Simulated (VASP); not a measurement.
# WS (Pm-3m) in VASP: settings compared

WS is run at these levels: PBE0, HSE06; tasks: single point.

Everything below comes from runs of VASP 6.6.1. Logs are shortened: lines on timing, memory, paths and dates and some standing lists are left out, and cuts for length are marked.

## 1. The cell of the first run

Symmetry: Pm-3m, No. 221, cubic system. Conventional cell: a = 2.975 Å, b = 2.975 Å, c = 2.975 Å, α = 90.00°, β = 90.00°, γ = 90.00°. W (site symmetry m-3m) has 8 S at 2.58 Å and 6 W at 2.97 Å within 3.4 Å. Within 3.4 Å of S (site symmetry m-3m) lie 8 W at 2.58 Å and 6 S at 2.97 Å.

## 2. Single point, PBE0

POSCAR

```
WS
1.0
    2.9746487652      0.0000000000      0.0000000000
    0.0000000000      2.9746487652      0.0000000000
    0.0000000000      0.0000000000      2.9746487652
W S
1 1
Direct
    0.5000000000      0.5000000000      0.5000000000
    0.0000000000      0.0000000000      0.0000000000
```

INCAR.step1

```
SYSTEM = WS
ALGO = Normal ; EDIFF = 1E-5
ENCUT = 520 ; GGA = PE
ISIF = 2 ; ISMEAR = -1
LASPH = .True. ; LCHARG = .False.
LREAL = .False. ; LWAVE = .True.
NBANDS = 17 ; NELM = 60
PREC = Accurate ; SIGMA = 0.05
```

INCAR.step2

```
SYSTEM = WS
AEXX = 0.25 ; ALGO = Normal
EDIFF = 1E-7 ; ENCUT = 520
GGA = PE ; ISIF = 2
ISMEAR = -1 ; ISTART = 1
LASPH = .True. ; LCHARG = .False.
LHFCALC = .True. ; LREAL = .False.
LWAVE = .False. ; NBANDS = 17
NELM = 60 ; PREC = Accurate
PRECFOCK = Normal ; SIGMA = 0.05
```

KPOINTS

```
k-points
0
Gamma
  4 4 4
  0 0 0
```

Potentials or basis: VASP PAW PBE potentials, release 64 (W_sv, S).

Run with:

```console
> cat potpaw_PBE.64/W_sv/POTCAR potpaw_PBE.64/S/POTCAR > POTCAR
> cp INCAR.step1 INCAR
> mpirun -np 1 vasp_std > vasp.out
> cp INCAR.step2 INCAR
> mpirun -np 1 vasp_std > vasp.out
```

OUTCAR:

```text
SYSTEM = WS
   AEXX = 0.25
   EDIFF = 1E-7
   ENCUT = 520
   GGA = PE
   ISIF = 2
   ISMEAR = -1
   ISTART = 1
   LASPH = .True.
   LHFCALC = .True.
   LREAL = .False.
   NELM = 60
   PREC = Accurate
   PRECFOCK = Normal

 ion  position               nearest neighbor table
   1  0.500  0.500  0.500-   2 2.58   2 2.58   2 2.58   2 2.58   2 2.58   2 2.58   2 2.58   2 2.58

   2  0.000  0.000  0.000-   1 2.58   1 2.58   1 2.58   1 2.58   1 2.58   1 2.58   1 2.58   1 2.58

  LATTYP: Found a simple cubic cell.
 ALAT       =     2.9746487652

  Lattice vectors:

 A1 = (   2.9746487652,   0.0000000000,   0.0000000000)
 A2 = (   0.0000000000,   2.9746487652,   0.0000000000)
 A3 = (   0.0000000000,   0.0000000000,   2.9746487652)

Analysis of symmetry for initial positions (statically):
=====================================================================
 Subroutine PRICEL returns:
 Original cell was already a primitive cell.

 Routine SETGRP: Setting up the symmetry group for a
 simple cubic supercell.

 Subroutine GETGRP returns: Found 48 space group operations
 (whereof 48 operations were pure point group operations)
 out of a pool of 48 trial point group operations.

The static configuration has the point symmetry O_h .

Analysis of symmetry for dynamics (positions and initial velocities):
=====================================================================
 Subroutine PRICEL returns:
 Original cell was already a primitive cell.

 Routine SETGRP: Setting up the symmetry group for a
 simple cubic supercell.

 Subroutine GETGRP returns: Found 48 space group operations
 (whereof 48 operations were pure point group operations)
 out of a pool of 48 trial point group operations.

The dynamic configuration has the point symmetry O_h .

 Subroutine INISYM returns: Found 48 space group operations
 (whereof 48 operations are pure point group operations),
 and found     1 'primitive' translations

----------------------------------------------------------------------------------------

                                     Primitive cell

  volume of cell :      26.3213

  direct lattice vectors                    reciprocal lattice vectors
     2.974648765  0.000000000  0.000000000     0.336174143  0.000000000  0.000000000
     0.000000000  2.974648765  0.000000000     0.000000000  0.336174143  0.000000000
     0.000000000  0.000000000  2.974648765     0.000000000  0.000000000  0.336174143

  length of vectors
     2.974648765  2.974648765  2.974648765     0.336174143  0.336174143  0.336174143

  position of ions in fractional coordinates (direct lattice)
     0.500000000  0.500000000  0.500000000
     0.000000000  0.000000000  0.000000000

  ion indices of the primitive-cell ions
   primitive index   ion index
                 1           1
                 2           2

----------------------------------------------------------------------------------------

 KPOINTS: k-points

Automatic generation of k-mesh.
 Grid dimensions read from file:
 generate k-points for:    4    4    4

 Generating k-lattice:

  Cartesian coordinates                     Fractional coordinates (reciprocal lattice)
     0.084043536  0.000000000  0.000000000     0.250000000  0.000000000  0.000000000
     0.000000000  0.084043536  0.000000000     0.000000000  0.250000000  0.000000000
     0.000000000  0.000000000  0.084043536     0.000000000  0.000000000  0.250000000

  Length of vectors
     0.084043536  0.084043536  0.084043536

  Shift w.r.t. Gamma in fractional coordinates (k-lattice)
     0.000000000  0.000000000  0.000000000

 Subroutine IBZKPT returns following result:
 ===========================================

 Found     10 irreducible k-points:

 Following reciprocal coordinates:
            Coordinates               Weight
  0.000000  0.000000  0.000000      1.000000
  0.250000  0.000000  0.000000      6.000000
  0.500000  0.000000  0.000000      3.000000
  0.250000  0.250000  0.000000     12.000000
  0.500000  0.250000  0.000000     12.000000
  0.500000  0.500000  0.000000      3.000000
  0.250000  0.250000  0.250000      8.000000
  0.500000  0.250000  0.250000     12.000000
  0.500000  0.500000  0.250000      6.000000
  0.500000  0.500000  0.500000      1.000000
   k-points           NKPTS =     10   k-points in BZ     NKDIM =     64   number of bands    NBANDS=     17
   number of dos      NEDOS =    301   number of ions     NIONS =      2
   total plane-waves  NPLWV =  13824
   dimension x,y,z NGX =    24 NGY =   24 NGZ =   24
   dimension x,y,z NGXF=    48 NGYF=   48 NGZF=   48
   ions per type =               1   1
   NGX,Y,Z   is equivalent  to a cutoff of  13.41, 13.41, 13.41 a.u.
   NGXF,Y,Z  is equivalent  to a cutoff of  26.83, 26.83, 26.83 a.u.
 SYSTEM =  WS
   PREC   = accura    normal or accurate (medium, high low for compatibility)
   ISTART =      1    job   : 0-new  1-cont  2-samecut
   ICHARG =      0    charge: 1-file 2-atom 10-const
   ISPIN  =      1    spin polarized calculation?
   LNONCOLLINEAR =      F non collinear calculations
   LSORBIT =      F    spin-orbit coupling
   LASPH  =      T    aspherical Exc in radial PAW
   ENCUT  =  520.0 eV  38.22 Ry    6.18 a.u.   5.53  5.53  5.53*2*pi/ulx,y,z
   NELM   =     60;   NELMIN=  2; NELMDL=  0     # of ELM steps
   EDIFF  = 0.1E-06   stopping-criterion for ELM
   LREAL  =      F    real-space projection
   EDIFFG = 0.1E-05   stopping-criterion for IOM
   NSW    =      0    number of steps for IOM
   IBRION =     -1    ionic relax: 0-MD 1-quasi-New 2-CG
   NFREE  =      0    steps in history (QN), initial steepest desc. (CG)
   ISIF   =      2    stress and relaxation
   ISYM   =      3    0-nonsym 1-usesym 2-fastsym
   POTIM  = 0.5000    time-step for ionic-motion
   TEBEG  =    0.0;   TEEND  =   0.0 temperature during run
   PSTRESS=    0.0 pullay stress
   NELECT =      20.0000    total number of electrons
   NUPDOWN=      -1.0000    fix difference up-down
   EMIN   =  10.00;   EMAX   =-10.00  energy-range for DOS
   EFERMI =   0.00;   METHOD = LEGACY
   ISMEAR =    -1;   SIGMA  =   0.05  broadening in eV -4-tet -1-fermi 0-gaus
   EFERMI_NEDOS =   21; number of points for ismear=-14 and -15
   IALGO  =     38    algorithm
   IMIX   =      1    mixing-type and parameters
     AMIX     =   0.40;   BMIX     =  1.00
     AMIX_MAG =   1.60;   BMIX_MAG =  1.00
  volume/ion in A,a.u.               =      13.16        88.81
  Fermi-wavevector in a.u.,A,eV,Ry     =   1.493880  2.823024 30.363828  2.231678
  Thomas-Fermi vector in A             =   2.606224
   LORBIT       =      0    0 simple, 1 ext, 2 COOP (PROOUT), +10 PAW based schemes
   GGA     = PE    functional components
   LHFCALC =     T    Hartree Fock is set to
   PRECFOCK=normal    Normal, Fast or Accurate (Low or Medium for compatibility)
   ENCUT4O =  -1.0   cutoff for four orbital integrals eV
   NKREDX  =     1    reduce k-point grid by
   NKREDY  =     1    reduce k-point grid by
   NKREDZ  =     1    reduce k-point grid by
   AEXX    =    0.2500 exact exchange contribution
   HFSCREEN=    0.0000 screening length (either q_TF or 0.3 A-1)
   HFSCREENC=   0.0000 screening length for correlation (either q_TF or 0.3 A-1)
   ENCUTFOCK=  -1.0 apply spherical cutoff to Coloumb kernel
   IVDW    =     0    specifies the selected vdW correction
   LEPSILON=     F    determine dielectric tensor
   LRPA    =     F    only Hartree local field effects (RPA)
 non-spin polarized calculation
  energy-cutoff  :      520.00
  volume of cell :       26.32
 maximum number of plane-waves:       739
 NGX is ok and might be reduce to    24
  NGX = 18; NGY = 18; NGZ = 18

 number of electron      20.0000003 magnetization

 Free energy of the ion-electron system (eV)
  ---------------------------------------------------
  ext. energy  EPLUGINS =         0.00000000
  ---------------------------------------------------
  free energy    TOTEN  =       -21.35886229 eV

  energy without entropy =      -21.34679760  energy(sigma->0) =      -21.35282994

 E-fermi :  13.0283     XC(G=0): -10.5314

 val. band max:       12.9934155247   @ k =   0.5000   0.2500   0.0000
 cond. band min:      13.8772065024   @ k =   0.5000   0.5000   0.2500
 fundamental gap:      0.8837909777
 Fermi energy:        13.0282682063

 k-point     1 :       0.0000    0.0000    0.0000
  band No.  band energies     occupation
      1     -65.7443      2.00000
      2     -28.3790      2.00000
      3     -28.3790      2.00000
      4     -28.3790      2.00000
      5      -7.3445      2.00000
      6       7.1922      2.00000
[... 9 lines left out ...]
     16      24.1010      0.00000
     17      32.0682      0.00000

 k-point     2 :       0.2500    0.0000    0.0000
  band No.  band energies     occupation
      1     -65.7313      2.00000
      2     -28.6610      2.00000
      3     -28.3518      2.00000
      4     -28.3518      2.00000
      5      -6.2570      2.00000
      6       3.7856      2.00000
[... 9 lines left out ...]
     16      26.2502      0.00000
     17      26.2546      0.00000

 k-point     3 :       0.5000    0.0000    0.0000
  band No.  band energies     occupation
      1     -65.7183      2.00000
      2     -28.9343      2.00000
      3     -28.3265      2.00000
      4     -28.3265      2.00000
      5      -4.5928      2.00000
      6       0.6318      2.00000
[... 9 lines left out ...]
     16      22.2680      0.00000
     17      22.2680      0.00000

 k-point     4 :       0.2500    0.2500    0.0000
  band No.  band energies     occupation
      1     -65.7185      2.00000
      2     -28.6367      2.00000
      3     -28.6170      2.00000
      4     -28.3263      2.00000
      5      -5.4902      2.00000
      6       3.7859      2.00000
[... 9 lines left out ...]
     16      24.9076      0.00000
     17      25.2209      0.00000
[... 63 lines left out ...]
      1     -65.6927      2.00000
      2     -28.8553      2.00000
      3     -28.5669      2.00000
      4     -28.5585      2.00000
      5      -4.0703      2.00000
      6       2.7354      2.00000
[... 9 lines left out ...]
     16      22.5854      0.00000
     17      24.8101      0.00000

 k-point     9 :       0.5000    0.5000    0.2500
  band No.  band energies     occupation
      1     -65.6798      2.00000
      2     -28.8179      2.00000
      3     -28.8179      2.00000
      4     -28.5335      2.00000
      5      -3.5468      2.00000
      6       3.2101      2.00000
[... 9 lines left out ...]
     16      23.1113      0.00000
     17      28.3948      0.00000

 k-point    10 :       0.5000    0.5000    0.5000
  band No.  band energies     occupation
      1     -65.6667      2.00000
      2     -28.7845      2.00000
      3     -28.7845      2.00000
      4     -28.7845      2.00000
      5      -1.9955      2.00000
      6       2.3138      2.00000
[... 9 lines left out ...]
     16      20.3758      0.00000
     17      24.7125      0.00000

------------------------ aborting loop because EDIFF is reached ----------------------------------------

  FORCE on cell =-STRESS in cart. coord.  units (eV):
  Direction    XX          YY          ZZ          XY          YZ          ZX
  --------------------------------------------------------------------------------------
  -------------------------------------------------------------------------------------
  Total       -0.1017760     -0.1017760     -0.1017760     -0.0000000      0.0000000     -0.0000000
  in kB       -6.1951101     -6.1951101     -6.1951101     -0.0000000      0.0000000     -0.0000000
  external PRESSURE =      -6.1951101 kB  Pullay stress =       0.0000000 kB

 VOLUME and BASIS-vectors are now :
 -----------------------------------------------------------------------------
  energy-cutoff  :      520.00
  volume of cell :       26.32
      direct lattice vectors                 reciprocal lattice vectors
     2.974648765  0.000000000  0.000000000     0.336174143  0.000000000  0.000000000
     0.000000000  2.974648765  0.000000000     0.000000000  0.336174143  0.000000000
     0.000000000  0.000000000  2.974648765     0.000000000  0.000000000  0.336174143

 POSITION                                       TOTAL-FORCE (eV/Angst)
 -----------------------------------------------------------------------------------
      1.48732      1.48732      1.48732         0.000000      0.000000      0.000000
      0.00000      0.00000      0.00000         0.000000      0.000000      0.000000
 -----------------------------------------------------------------------------------
    total drift:                               -0.000000     -0.000000     -0.000000

  FREE ENERGIE OF THE ION-ELECTRON SYSTEM (eV)
  ---------------------------------------------------
  free  energy   TOTEN  =       -21.3588622865 eV

  energy  without entropy=      -21.3467975989  energy(sigma->0) =      -21.35282994
```

It used 750 s of CPU time on 1 thread of AMD EPYC 7R13 Processor (Zen 3), with other jobs on the host.

What came out:

| Item | Value |
| --- | --- |
| Free energy | -21.3589 eV |
| Pressure | -0.6 GPa |
| Band gap on the k mesh | zero (bands 10 and 11 overlap by 4.80 eV) |

Caveat: the k points lie up to 0.53 Å⁻¹ apart, too coarse for converged energies and pressures of a metal; the PAW data sets were made with another functional, which shifts forces and pressure a little; spin-orbit coupling is left out, which moves the levels of the heavy elements.

[end of part 1 of 2]
